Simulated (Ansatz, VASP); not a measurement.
Sb in VASP and in Ansatz

File INCAR:

```
SYSTEM = Sb
PREC = Accurate
ENCUT = 520
EDIFF = 1E-6
ISMEAR = -1
SIGMA = 0.05
LREAL = .FALSE.
LASPH = .TRUE.
NELM = 100
ALGO = Normal
ISIF = 2
LWAVE = .FALSE.
LCHARG = .FALSE.
GGA = PE
NBANDS = 12
```

Contents of KPOINTS:

```
Automatic mesh
0
G
  12 12 7
  0 0 0
```

The input POSCAR:

```
Sb
1.0
    3.3801929534      0.0000000000      0.0000000000
   -1.6900964767      2.9273329673      0.0000000000
    0.0000000000      0.0000000000      5.3477077713
Sb
2
Direct
    0.3333333333      0.6666666667      0.2500000000
    0.6666666667      0.3333333333      0.7500000000
```

Input for Ansatz:

```yaml
crystal:
  lattice:
    - [3.3801929534, 0.0, 0.0]
    - [-1.6900964767, 2.9273329673, 0.0]
    - [0.0, 0.0, 5.3477077713]
  atoms:
    - { symbol: Sb, position: [0.3333333333, 0.6666666667, 0.25] }
    - { symbol: Sb, position: [0.6666666667, 0.3333333333, 0.75] }
kpoints:
  mp_grid: { grid: [12, 12, 7] }
  band_path:
    path:
      - [0.0, 0.0, 0.0]
      - [0.5, 0.0, 0.0]
      - [0.3333333333, 0.3333333333, 0.0]
      - [0.0, 0.0, 0.0]
      - [0.0, 0.0, 0.5]
      - [0.5, 0.0, 0.5]
      - [0.3333333333, 0.3333333333, 0.5]
      - [0.0, 0.0, 0.5]
      - [0.5, 0.0, 0.5]
    npoints: 5
scf:
  occupations: { method: fermi_dirac, width: 0.05 }
hamiltonian:
  xc: pbe
  pseudopotentials: { kind: all_electron, lapw: { basis_error: 0.0005 } }
output:
  forces: true
  stress: true
  eigenvalues: true
```

Change from the starting cell: volume scaled by 1.01.

Alike in both runs: task single point; functional PBE; k mesh 12 × 12 × 7; occupations fermi-dirac, width 0.05 eV; no spin polarisation.

|  | VASP | Ansatz |
| --- | --- | --- |
| version | VASP 6.6.1 | Ansatz 0.2.0 |
| potentials or method | VASP PAW PBE potentials, release 64 (Sb), cutoff 520 eV | all-electron LAPW, scalar-relativistic |

Ansatz gave:

| Item | Value |
| --- | --- |
| pressure (GPa) | 2.3 |
| traceless stress, the component that is largest in VASP (GPa) | -0.74 |

Question: Which values does VASP return?

Answer: Pressure (GPa): 2.2; traceless stress, the component that is largest in VASP (GPa): -0.74.

Ansatz ran all-electron here, and VASP with PAW potentials.

Spin-orbit coupling is off throughout.
